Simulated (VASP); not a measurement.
# Ir (P6_3/mmc) in VASP: settings compared

Aim: see how the results for Ir move with the level of theory and the settings. Levels: LDA, HSE06, PBEsol. Tasks: single point, relaxation of cell and atoms.

Program: VASP 6.6.1. These are calculated values, not measurements. Logs are shortened: lines on timing, memory, paths and dates and some standing lists are left out, and cuts for length are marked.

## 1. The cell of the first run

Symmetry: P6_3/mmc, No. 194, hexagonal system. Conventional cell: a = 2.805 Å, b = 2.805 Å, c = 4.550 Å, α = 90.00°, β = 90.00°, γ = 120.00°. Within 3.7 Å of Ir (site symmetry -6m2) lie 12 Ir at 2.79 to 2.81 Å.

## 2. Single point, LDA (volume scaled by 1.06)

INCAR

```
PREC = Accurate
ENCUT = 520
EDIFF = 1E-7
ISMEAR = -1
SIGMA = 0.05
LREAL = F
LASPH = T
NELM = 60
ALGO = Normal
ISIF = 2
LWAVE = F
LCHARG = F
NBANDS = 16
```

KPOINTS

```
regular mesh
0
Gamma
  11 11 6
```

POSCAR

```
Ir
1.0
    2.8053401807      0.0000000000      0.0000000000
   -1.4026700903      2.4294958627      0.0000000000
    0.0000000000      0.0000000000      4.5498081014
Ir
2
Direct
    0.3333333333      0.6666666667      0.2500000000
    0.6666666667      0.3333333333      0.7500000000
```

Potentials or basis: VASP PAW LDA potentials, release 64 (Ir).

Command:

```sh
> cat potpaw_LDA.64/Ir/POTCAR > POTCAR
> mpirun -np 1 vasp_std > vasp.out
```

OUTCAR:

```text
PREC = Accurate
   ENCUT = 520
   EDIFF = 1E-7
   ISMEAR = -1
   LREAL = F
   LASPH = T
   NELM = 60
   ISIF = 2

 ion  position               nearest neighbor table
   1  0.333  0.667  0.250-   2 2.79   2 2.79   2 2.79   2 2.79   2 2.79   2 2.79
   2  0.667  0.333  0.750-   1 2.79   1 2.79   1 2.79   1 2.79   1 2.79   1 2.79

  LATTYP: Found a hexagonal cell.
 ALAT       =     2.8053401807
 C/A-ratio  =     1.6218382828

  Lattice vectors:

 A1 = (   2.8053401807,   0.0000000000,   0.0000000000)
 A2 = (  -1.4026700903,   2.4294958627,   0.0000000000)
 A3 = (   0.0000000000,   0.0000000000,   4.5498081014)

Analysis of symmetry for initial positions (statically):
=====================================================================
 Subroutine PRICEL returns:
 Original cell was already a primitive cell.

 Routine SETGRP: Setting up the symmetry group for a
 hexagonal supercell.

 Subroutine GETGRP returns: Found 24 space group operations
 (whereof 12 operations were pure point group operations)
 out of a pool of 24 trial point group operations.

The static configuration has the point symmetry D_3d.
 The point group associated with its full space group is D_6h.

Analysis of symmetry for dynamics (positions and initial velocities):
=====================================================================
 Subroutine PRICEL returns:
 Original cell was already a primitive cell.

 Routine SETGRP: Setting up the symmetry group for a
 hexagonal supercell.

 Subroutine GETGRP returns: Found 24 space group operations
 (whereof 12 operations were pure point group operations)
 out of a pool of 24 trial point group operations.

The dynamic configuration has the point symmetry D_3d.
 The point group associated with its full space group is D_6h.

 Subroutine INISYM returns: Found 24 space group operations
 (whereof 12 operations are pure point group operations),
 and found     1 'primitive' translations

----------------------------------------------------------------------------------------

                                     Primitive cell

  volume of cell :      31.0095

  direct lattice vectors                    reciprocal lattice vectors
     2.805340181  0.000000000  0.000000000     0.356463008  0.205804014  0.000000000
    -1.402670090  2.429495863  0.000000000     0.000000000  0.411608028  0.000000000
     0.000000000  0.000000000  4.549808101     0.000000000  0.000000000  0.219789490

  length of vectors
     2.805340181  2.805340181  4.549808101     0.411608028  0.411608028  0.219789490

  position of ions in fractional coordinates (direct lattice)
     0.333333333  0.666666667  0.250000000
     0.666666667  0.333333333  0.750000000

  ion indices of the primitive-cell ions
   primitive index   ion index
                 1           1
                 2           2

----------------------------------------------------------------------------------------

 KPOINTS: regular mesh

Automatic generation of k-mesh.
 Grid dimensions read from file:
 generate k-points for:   11   11    6

 Generating k-lattice:

  Cartesian coordinates                     Fractional coordinates (reciprocal lattice)
     0.032405728  0.018709456  0.000000000     0.090909091  0.000000000  0.000000000
     0.000000000  0.037418912  0.000000000     0.000000000  0.090909091  0.000000000
     0.000000000  0.000000000  0.036631582     0.000000000  0.000000000  0.166666667

  Length of vectors
     0.037418912  0.037418912  0.036631582

  Shift w.r.t. Gamma in fractional coordinates (k-lattice)
     0.000000000  0.000000000  0.000000000

 Subroutine IBZKPT returns following result:
 ===========================================

 Found     64 irreducible k-points:

 Following reciprocal coordinates:
            Coordinates               Weight
  0.000000  0.000000  0.000000      1.000000
  0.090909 -0.000000  0.000000      6.000000
  0.181818 -0.000000  0.000000      6.000000
  0.272727  0.000000  0.000000      6.000000
  0.363636  0.000000  0.000000      6.000000
  0.454545  0.000000  0.000000      6.000000
[... 16 lines left out ...]
  0.090909  0.090909  0.166667     12.000000
  0.181818  0.090909  0.166667     24.000000
 [... further k-points ...]
   k-points           NKPTS =     64   k-points in BZ     NKDIM =     64   number of bands    NBANDS=     16
   number of dos      NEDOS =    301   number of ions     NIONS =      2
   total plane-waves  NPLWV =  20736
   dimension x,y,z NGX =    24 NGY =   24 NGZ =   36
   dimension x,y,z NGXF=    48 NGYF=   48 NGZF=   72
   ions per type =               2
   NGX,Y,Z   is equivalent  to a cutoff of  14.22, 14.22, 13.15 a.u.
   NGXF,Y,Z  is equivalent  to a cutoff of  28.45, 28.45, 26.31 a.u.
 SYSTEM =  unknown system
   PREC   = accura    normal or accurate (medium, high low for compatibility)
   ISTART =      0    job   : 0-new  1-cont  2-samecut
   ICHARG =      2    charge: 1-file 2-atom 10-const
   ISPIN  =      1    spin polarized calculation?
   LNONCOLLINEAR =      F non collinear calculations
   LSORBIT =      F    spin-orbit coupling
   LASPH  =      T    aspherical Exc in radial PAW
   ENCUT  =  520.0 eV  38.22 Ry    6.18 a.u.   5.22  5.22  8.46*2*pi/ulx,y,z
   NELM   =     60;   NELMIN=  2; NELMDL= -5     # of ELM steps
   EDIFF  = 0.1E-06   stopping-criterion for ELM
   LREAL  =      F    real-space projection
   EDIFFG = 0.1E-05   stopping-criterion for IOM
   NSW    =      0    number of steps for IOM
   IBRION =     -1    ionic relax: 0-MD 1-quasi-New 2-CG
   NFREE  =      0    steps in history (QN), initial steepest desc. (CG)
   ISIF   =      2    stress and relaxation
   ISYM   =      2    0-nonsym 1-usesym 2-fastsym
   POTIM  = 0.5000    time-step for ionic-motion
   TEBEG  =    0.0;   TEEND  =   0.0 temperature during run
   PSTRESS=    0.0 pullay stress
   NELECT =      18.0000    total number of electrons
   NUPDOWN=      -1.0000    fix difference up-down
   EMIN   =  10.00;   EMAX   =-10.00  energy-range for DOS
   EFERMI =   0.00;   METHOD = LEGACY
   ISMEAR =    -1;   SIGMA  =   0.05  broadening in eV -4-tet -1-fermi 0-gaus
   EFERMI_NEDOS =   21; number of points for ismear=-14 and -15
   IALGO  =     38    algorithm
   IMIX   =      4    mixing-type and parameters
     AMIX     =   0.40;   BMIX     =  1.00
     AMIX_MAG =   1.60;   BMIX_MAG =  1.00
  volume/ion in A,a.u.               =      15.50       104.63
  Fermi-wavevector in a.u.,A,eV,Ry     =   1.365633  2.580673 25.374241  1.864954
  Thomas-Fermi vector in A             =   2.491844
   LORBIT       =      0    0 simple, 1 ext, 2 COOP (PROOUT), +10 PAW based schemes
   GGA     = CA    functional components
   LHFCALC =     F    Hartree Fock is set to
   AEXX    =    0.0000 exact exchange contribution
   IVDW    =     0    specifies the selected vdW correction
   LEPSILON=     F    determine dielectric tensor
   LRPA    =     F    only Hartree local field effects (RPA)
 non-spin polarized calculation
  energy-cutoff  :      520.00
  volume of cell :       31.01
 maximum number of plane-waves:       846
 NGX is ok and might be reduce to    24
   NGX = 11   NGY = 11   NGZ = 17

 number of electron      18.0000003 magnetization

 Free energy of the ion-electron system (eV)
  ---------------------------------------------------
  ext. energy  EPLUGINS =         0.00000000
  ---------------------------------------------------
  free energy    TOTEN  =       -20.15160649 eV

  energy without entropy =      -20.12274795  energy(sigma->0) =      -20.13717722

 E-fermi :   8.8481     XC(G=0): -13.6149

 val. band max:        8.8380849260   @ k =   0.3636   0.1818   0.1667
 cond. band min:       8.8584039428   @ k =   0.2727   0.0909   0.3333
 fundamental gap:      0.0203190168
 Fermi energy:         8.8480804509

 k-point     1 :       0.0000    0.0000    0.0000
  band No.  band energies     occupation
      1      -1.3852      2.00000
      2       1.6040      2.00000
      3       5.4118      2.00000
      4       5.5181      2.00000
      5       5.5181      2.00000
      6       6.0841      2.00000
[... 8 lines left out ...]
     15      25.2926      0.00000
     16      26.1878      0.00000

 k-point     2 :       0.0909   -0.0000    0.0000
  band No.  band energies     occupation
      1      -1.0923      2.00000
      2       1.8606      2.00000
      3       5.0441      2.00000
      4       5.7571      2.00000
      5       5.8166      2.00000
      6       5.9624      2.00000
[... 8 lines left out ...]
     15      25.6629      0.00000
     16      26.4716      0.00000

 k-point     3 :       0.1818   -0.0000    0.0000
  band No.  band energies     occupation
      1      -0.2740      2.00000
      2       2.4721      2.00000
      3       4.6053      2.00000
      4       5.2138      2.00000
      5       5.5531      2.00000
      6       6.2245      2.00000
[... 8 lines left out ...]
     15      25.7726      0.00000
     16      25.9187      0.00000

 k-point     4 :       0.2727    0.0000    0.0000
  band No.  band energies     occupation
      1       0.8448      2.00000
      2       2.7784      2.00000
      3       4.0857      2.00000
      4       4.6306      2.00000
      5       5.4016      2.00000
      6       5.8026      2.00000
[... 8 lines left out ...]
     15      23.4838      0.00000
     16      24.4167      0.00000
[... 324 lines left out ...]
 k-point    22 :       0.4545    0.0000    0.1667
  band No.  band energies     occupation
      1       1.8696      2.00000
      2       2.3469      2.00000
      3       3.4317      2.00000
      4       4.3685      2.00000
      5       5.4905      2.00000
      6       6.2102      2.00000
[... 8 lines left out ...]
     15      20.7968      0.00000
     16      21.0658      0.00000

 k-point    23 :       0.0909    0.0909    0.1667
  band No.  band energies     occupation
      1      -0.2719      2.00000
      2       2.3506      2.00000
      3       4.7118      2.00000
      4       5.0159      2.00000
      5       5.5086      2.00000
      6       5.9298      2.00000
[... 8 lines left out ...]
     15      25.1715      0.00000
     16      26.0014      0.00000

 k-point    24 :       0.1818    0.0909    0.1667
  band No.  band energies     occupation
      1       0.6764      2.00000
      2       3.0074      2.00000
      3       4.1759      2.00000
      4       4.3862      2.00000
      5       5.2605      2.00000
      6       5.8076      2.00000
[... 8 lines left out ...]
     15      23.4351      0.00000
     16      25.1573      0.00000

 [... further k-points ...]

------------------------ aborting loop because EDIFF is reached ----------------------------------------

  FORCE on cell =-STRESS in cart. coord.  units (eV):
  Direction    XX          YY          ZZ          XY          YZ          ZX
  --------------------------------------------------------------------------------------
  -------------------------------------------------------------------------------------
  Total       -6.0294819     -6.0294819     -6.1983935     -0.0000000      0.0000000     -0.0000000
  in kB     -311.5270812   -311.5270812   -320.2542868     -0.0000000      0.0000000     -0.0000000
  external PRESSURE =    -314.4361498 kB  Pullay stress =       0.0000000 kB

 VOLUME and BASIS-vectors are now :
 -----------------------------------------------------------------------------
  energy-cutoff  :      520.00
  volume of cell :       31.01
      direct lattice vectors                 reciprocal lattice vectors
     2.805340181  0.000000000  0.000000000     0.356463008  0.205804014  0.000000000
    -1.402670090  2.429495863  0.000000000     0.000000000  0.411608028  0.000000000
     0.000000000  0.000000000  4.549808101     0.000000000  0.000000000  0.219789490

 POSITION                                       TOTAL-FORCE (eV/Angst)
 -----------------------------------------------------------------------------------
     -0.00000      1.61966      1.13745         0.000000     -0.000000      0.000000
      1.40267      0.80983      3.41236         0.000000      0.000000      0.000000
 -----------------------------------------------------------------------------------
    total drift:                                0.000000     -0.000000     -0.000000

  FREE ENERGIE OF THE ION-ELECTRON SYSTEM (eV)
  ---------------------------------------------------
  free  energy   TOTEN  =       -20.1516064870 eV

  energy  without entropy=      -20.1227479514  energy(sigma->0) =      -20.13717722
```

It took 9.7 s on 1 thread of Intel Xeon 6975P-C (Granite Rapids), shared host; peak memory 0.15 GiB.

Results:

- Free energy: -20.1516 eV
- Pressure: -31.4 GPa
- Band gap on the k mesh: zero (band 9 reaches 9.67 eV, above the bottom of band 10 at 6.90 eV)

Stress tensor (GPa, compression positive):
```
-31.15   0.00   0.00
  0.00 -31.15   0.00
  0.00   0.00 -32.03
```

Caveat: spin-orbit coupling is left out, which moves the levels of the heavy elements.

(Part 1 of 2 ends here.)
